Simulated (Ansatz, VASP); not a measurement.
# AlN: VASP beside Ansatz

Contents of INCAR:

```
SYSTEM = AlN
  PREC = Accurate
  ENCUT = 520
  EDIFF = 1E-7
  ISMEAR = 0
  SIGMA = 0.05
  LREAL = .FALSE.
  LASPH = .TRUE.
  NELM = 60
  ALGO = Normal
  ISIF = 2
  LWAVE = .FALSE.
  LCHARG = .FALSE.
  GGA = PS
  NBANDS = 16
```

File KPOINTS:

```
Automatic mesh
0
G
  12 12 6
  0 0 0
```

The input POSCAR:

```
AlN
1.0
    3.0347602529      0.0000000000      0.0000000000
   -1.5173801265      2.6281794734      0.0000000000
    0.0000000000      0.0000000000      4.9879671972
Al N
2 2
Direct
    0.3333333333      0.6666666667      0.7500000000
    0.6666666667      0.3333333333      0.2500000000
    0.3333333333      0.6666666667      0.2500000000
    0.6666666667      0.3333333333      0.7500000000
```

Input for Ansatz:

```yaml
crystal:
  lattice:
    - [3.0347602529, 0.0, 0.0]
    - [-1.5173801265, 2.6281794734, 0.0]
    - [0.0, 0.0, 4.9879671972]
  atoms:
    - { symbol: Al, position: [0.3333333333, 0.6666666667, 0.75] }
    - { symbol: Al, position: [0.6666666667, 0.3333333333, 0.25] }
    - { symbol: "N", position: [0.3333333333, 0.6666666667, 0.25] }
    - { symbol: "N", position: [0.6666666667, 0.3333333333, 0.75] }
basis:
  ecutwfc: 420
kpoints:
  mp_grid: { grid: [12, 12, 6] }
hamiltonian:
  xc: pbesol
scf:
  occupations: { method: gaussian, width: 0.05 }
output:
  forces: true
  stress: true
  eigenvalues: true
```

Alike in both runs: task single point; functional PBEsol; k mesh 12 × 12 × 6; occupations gaussian, width 0.05 eV; no spin polarisation.

```csv
,VASP,Ansatz
version,VASP 6.6.1,Ansatz 0.2.0
potentials or method,"VASP PAW PBE potentials, release 64 (Al, N), cutoff 520 eV","scalar-relativistic, plane waves, PAW"
valence electrons in the cell,16,16
```

Ansatz gave:

```
gap on the k mesh at the Fermi level (eV)                     : 3.07
least direct gap on the mesh (eV)                             : 3.07
pressure (GPa)                                                : 25.4
traceless stress, the component that is largest in VASP (GPa) : -34.11
```

Problem. Estimate VASP's values.

Solution. gap on the k mesh at the Fermi level (eV): 3.08; least direct gap on the mesh (eV): 3.08; pressure (GPa): 25.8; traceless stress, the component that is largest in VASP (GPa): -34.60.

VASP's potentials were made for PBE, not for PBEsol. With one functional, cell and mesh, what is left measures potentials, basis and numerics.
